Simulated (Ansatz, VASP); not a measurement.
SiW6: VASP beside Ansatz

The input INCAR:

```
SYSTEM = SiW6
PREC = Accurate
ENCUT = 520
EDIFF = 1E-7
ISMEAR = 0
SIGMA = 0.1
LREAL = .FALSE.
LASPH = .TRUE.
NELM = 80
ALGO = Normal
ISIF = 2
LWAVE = .FALSE.
LCHARG = .FALSE.
LDIPOL = .TRUE.
IDIPOL = 3
DIPOL = 0.5 0.5 0.320
GGA = PE
IVDW = 12
NBANDS = 53
```

File KPOINTS:

```
Automatic mesh
0
G
  6 6 1
  0 0 0
```

POSCAR

```
SiW6
1.0
    4.4682526324      0.0000000000      0.0000000000
   -2.2341263162      3.8696202902      0.0000000000
    0.0000000000      0.0000000000     21.7259061349
W Si
6 1
Direct
    0.6666666667      0.3333333333      0.1841119986
    0.3333333333      0.6666666667      0.2260931360
    0.0000000000      0.0000000000      0.2680742733
    0.6666666667      0.3333333333      0.3070897866
    0.3333333333      0.6666666667      0.3466976876
    0.0000000000      0.0000000000      0.3832248047
    0.8888888889      0.2222222222      0.5259116036
```

Input for Ansatz:

```yaml
crystal:
  lattice:
    - [4.4682526324, 0.0, 0.0]
    - [-2.2341263162, 3.8696202902, 0.0]
    - [0.0, 0.0, 21.7259061349]
  atoms:
    - { symbol: W, position: [0.6666666667, 0.3333333333, 0.1841119986] }
    - { symbol: W, position: [0.3333333333, 0.6666666667, 0.226093136] }
    - { symbol: W, position: [0.0, 0.0, 0.2680742733] }
    - { symbol: W, position: [0.6666666667, 0.3333333333, 0.3070897866] }
    - { symbol: W, position: [0.3333333333, 0.6666666667, 0.3466976876] }
    - { symbol: W, position: [0.0, 0.0, 0.3832248047] }
    - { symbol: Si, position: [0.8888888889, 0.2222222222, 0.5259116036] }
basis:
  ecutwfc: 420
kpoints:
  mp_grid: { grid: [6, 6, 1] }
hamiltonian:
  xc: pbe
  pseudopotentials: { kind: paw, azcp: { folder: soft_1 } }
  dispersion: d3bj
scf:
  occupations: { method: gaussian, width: 0.1 }
output:
  forces: true
  eigenvalues: true
efield:
  axis: 3
  dipole_correction: true
  ramp_width: 0.04
```

Alike in both runs: task single point; functional PBE; dispersion D3(BJ); k mesh 6 × 6 × 1; occupations gaussian, width 0.1 eV; no spin polarisation.

|  | VASP | Ansatz |
| --- | --- | --- |
| version | VASP 6.6.1 | Ansatz 0.2.0 |
| potentials or method | VASP PAW PBE potentials, release 64 (W_sv, Si), cutoff 520 eV | scalar-relativistic, plane waves, PAW |
| valence electrons in the cell | 88 | 88 |

Ansatz gave:

```
gap on the k mesh at the Fermi level (eV) : none
rms of the force components (eV/Å)        : 0.843
```

Problem. Estimate VASP's values.

Solution. gap on the k mesh at the Fermi level (eV): none; rms of the force components (eV/Å): 0.852.

Atom by atom the forces differ by 0.021 eV/Å (rms over components). A gap of «none» marks a metal or a gap that the smearing closes. Ansatz's warnings: dispersion switch in reach, vacuum below fermi.

Neither program's run includes spin-orbit coupling.
